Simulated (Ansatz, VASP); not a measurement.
**One calculation of TePb, two programs**

POSCAR

```
TePb
1.0
    3.9750058709      0.0000000000      0.0000000000
    0.0000000000      3.9750058709      0.0000000000
    0.0000000000      0.0000000000      3.9750058709
Pb Te
1 1
Direct
    0.0000000000      0.0000000000      0.0000000000
    0.5000000000      0.5000000000      0.5000000000
```

Contents of INCAR.step1:

```
SYSTEM = TePb
PREC     = Accurate       ! precision mode
ENCUT    = 520            ! plane-wave cutoff, eV
EDIFF    = 1E-5           ! SCF threshold, eV
ISMEAR   = -1             ! smearing method
SIGMA    = 0.02           ! smearing width, eV
LREAL    = .False.        ! projectors in reciprocal space
LASPH    = .True.         ! aspherical terms in the spheres
NELM     = 100            ! most SCF steps
ALGO     = Normal         ! electronic algorithm
ISIF     = 2              ! what is computed and relaxed
LWAVE    = .True.         ! write WAVECAR
LCHARG   = .False.        ! write CHGCAR
GGA      = PE             ! functional
NBANDS   = 17             ! bands
```

File INCAR.step2:

```
SYSTEM = TePb
PREC     = Accurate       ! precision mode
ENCUT    = 520            ! plane-wave cutoff, eV
EDIFF    = 1E-6           ! SCF threshold, eV
ISMEAR   = -1             ! smearing method
SIGMA    = 0.02           ! smearing width, eV
LREAL    = .False.        ! projectors in reciprocal space
LASPH    = .True.         ! aspherical terms in the spheres
NELM     = 100            ! most SCF steps
ALGO     = Normal         ! electronic algorithm
ISIF     = 2              ! what is computed and relaxed
LWAVE    = .False.        ! write WAVECAR
LCHARG   = .False.        ! write CHGCAR
GGA      = PE             ! functional
LHFCALC  = .True.         ! exact exchange
AEXX     = 0.75           ! exact-exchange fraction
HFSCREEN = 0.2078         ! screening, 1/A
PRECFOCK = Normal       
ISTART   = 1            
NBANDS   = 17             ! bands
```

Contents of KPOINTS:

```
Automatic mesh
0
Gamma
  4 4 4
  0 0 0
```

Input for Ansatz:

```yaml
crystal:
  lattice:
    - [3.9750058709, 0.0, 0.0]
    - [0.0, 3.9750058709, 0.0]
    - [0.0, 0.0, 3.9750058709]
  atoms:
    - { symbol: Pb, position: [0.0, 0.0, 0.0] }
    - { symbol: Te, position: [0.5, 0.5, 0.5] }
kpoints:
  mp_grid: { grid: [4, 4, 4] }
hamiltonian:
  xc:
    exchange: pbe
    correlation: pbe
    exx: { coeff: 0.75, omega: 0.2078 }
scf:
  occupations: { method: fermi_dirac, width: 0.02 }
  n_extra_bands: 4
output:
  forces: true
  stress: true
  eigenvalues: true
```

Alike in both runs: task single point; functional PBE-based screened hybrid with a share of 0.75 of exact exchange and HFSCREEN = 0.2078; k mesh 4 × 4 × 4; occupations fermi-dirac, width 0.02 eV; no spin polarisation.

|  | VASP | Ansatz |
| --- | --- | --- |
| version | VASP 6.6.1 | Ansatz 0.2.0 |
| potentials or method | VASP PAW PBE potentials, release 64 (Pb_d, Te) | plane waves |
| plane-wave cutoff (eV) | 520 | 420 |
| valence electrons in the cell | 20 | 30 |

VASP gave:

- pressure (GPa): -2.3

Problem. What did Ansatz give for the same quantities?

Solution. Pressure (GPa): -1.4.

VASP's potentials were made for PBE, not for PBE-based screened hybrid. The functional is the same, so the differences come from potentials, cutoffs and numerics. VASP's potentials hold 20 valence electrons a cell and Ansatz's 30, so a difference there can come from the potentials and not from the codes. Ansatz's warnings: filled band counts differ across k points, stress exchange threshold loose, stress scf threshold loose.

The k mesh is coarse, so the values compare programs but aren't converged. Spin-orbit coupling is off throughout.
